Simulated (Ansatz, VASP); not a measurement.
One calculation of ZrB2, two programs

File INCAR:

```
SYSTEM = ZrB2
PREC = Accurate ; ENCUT = 520
EDIFF = 1E-7 ; ISMEAR = 0
SIGMA = 0.15 ; LREAL = .FALSE.
LASPH = .TRUE. ; NELM = 80
ALGO = Normal ; ISIF = 2
LWAVE = .FALSE. ; LCHARG = .TRUE.
GGA = CA ; LELF = .TRUE.
LVHAR = .TRUE. ; NBANDS = 16
```

File KPOINTS:

```
Automatic mesh
0
G
  15 15 12
  0 0 0
```

POSCAR

```
ZrB2
1.0
    3.2265000000      0.0000000000      0.0000000000
   -1.6132500000      2.7942309653      0.0000000000
    0.0000000000      0.0000000000      3.5470000000
Zr B
1 2
Direct
    0.0000000000      0.0000000000      0.0000000000
    0.3333333333      0.6666666667      0.5000000000
    0.6666666667      0.3333333333      0.5000000000
```

Input for Ansatz:

```yaml
crystal:
  lattice:
    - [3.2265, 0.0, 0.0]
    - [-1.61325, 2.7942309653, 0.0]
    - [0.0, 0.0, 3.547]
  atoms:
    - { symbol: Zr, position: [0.0, 0.0, 0.0] }
    - { symbol: B, position: [0.3333333333, 0.6666666667, 0.5] }
    - { symbol: B, position: [0.6666666667, 0.3333333333, 0.5] }
basis:
  ecutwfc: 520.0
kpoints:
  mp_grid: { grid: [15, 15, 12] }
hamiltonian:
  xc: lda
  pseudopotentials: { kind: paw }
scf:
  occupations: { method: gaussian, width: 0.15 }
output:
  forces: true
  stress: true
  eigenvalues: true
```

Alike in both runs: task single point; functional LDA; k mesh 15 × 15 × 12; occupations gaussian, width 0.15 eV; no spin polarisation.

```csv
,VASP,Ansatz
version,VASP 6.6.1,Ansatz 0.2.0
potentials or method,"VASP PAW LDA potentials, release 64 (Zr_sv, B), cutoff 520 eV","scalar-relativistic, plane waves, PAW"
valence electrons in the cell,18,18
```

VASP gave:

| Property | Result |
| --- | --- |
| gap on the k mesh at the Fermi level (eV) | none |
| pressure (GPa) | -16.8 |
| traceless stress, the component that is largest in VASP (GPa) | 3.67 |

Problem. Estimate Ansatz's values.

Solution. gap on the k mesh at the Fermi level (eV): none; pressure (GPa): -17.2; traceless stress, the component that is largest in VASP (GPa): 3.65.

LDA's correlation is that of Perdew and Zunger in VASP and of Perdew and Wang (1992) in Ansatz. A gap of «none» marks a metal or a gap that the smearing closes.
